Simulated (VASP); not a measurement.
Set up this calculation in VASP 6.6.1, as the native input.

- Task: density of states
- Functional: PBE
- Potentials or basis: VASP PAW PBE potentials, release 64 (Bi_d)
- Cutoff: 520 eV
- k mesh: 13 × 13 × 13
- Occupations: fermi-dirac, width 0.08 eV
- Spin: no spin polarisation
- Dipole correction: no
- k mesh for the DOS: 20 × 20 × 20
- Occupations for the DOS: tetrahedron
- Further INCAR settings: ALGO = Normal; EDIFF = 1e-06; NBANDS = 14

Bi:

```
CELL_PARAMETERS angstrom
-1.52757 1.52757 1.52757
1.52757 -1.52757 1.52757
1.52757 1.52757 -1.52757
ATOMIC_POSITIONS crystal
Bi 0.00000 0.00000 0.00000
```

This cell differs from its parent crystal: volume scaled by 0.45.

These files were run (other wordings do the same):

POSCAR

```
Bi
1.0
   -1.5275667774      1.5275667774      1.5275667774
    1.5275667774     -1.5275667774      1.5275667774
    1.5275667774      1.5275667774     -1.5275667774
Bi
1
Direct
    0.0000000000      0.0000000000      0.0000000000
```

INCAR.step1

```
PREC = Accurate ; ENCUT = 520
EDIFF = 1E-6 ; ISMEAR = -1
SIGMA = 0.08 ; LREAL = F
LASPH = T ; NELM = 60
ALGO = Normal ; ISIF = 2
LWAVE = F ; LCHARG = T
GGA = PE ; NBANDS = 14
```

KPOINTS.step1

```
Automatic mesh
0
Gamma
  13 13 13
```

INCAR.step2

```
PREC = Accurate ; ENCUT = 520
EDIFF = 1E-6 ; ISMEAR = -5
SIGMA = 0.08 ; LREAL = F
LASPH = T ; NELM = 60
ALGO = Normal ; ISIF = 2
LWAVE = F ; LCHARG = F
GGA = PE ; LORBIT = 11
NBANDS = 14 ; NEDOS = 1001
ICHARG = 11
```

KPOINTS.step2

```
Automatic mesh
0
Gamma
  20 20 20
```

Potentials or basis: VASP PAW PBE potentials, release 64 (Bi_d).

The run is started by

```console
$ cat potpaw_PBE.64/Bi_d/POTCAR > POTCAR
$ cp INCAR.step1 INCAR
$ cp KPOINTS.step1 KPOINTS
$ mpirun -np 1 vasp_std > vasp.out
$ cp INCAR.step2 INCAR
$ cp KPOINTS.step2 KPOINTS
$ mpirun -np 1 vasp_std > vasp.out
```

Results of the run:

```json
{"Valence electrons inside the program's atomic spheres": "Bi 13.89"}
```

Caveat: spin-orbit coupling is left out, which moves the levels of the heavy elements.

It took 90 s on 1 thread of Intel Xeon 8259CL (shared host), peak memory 0.18 GiB.
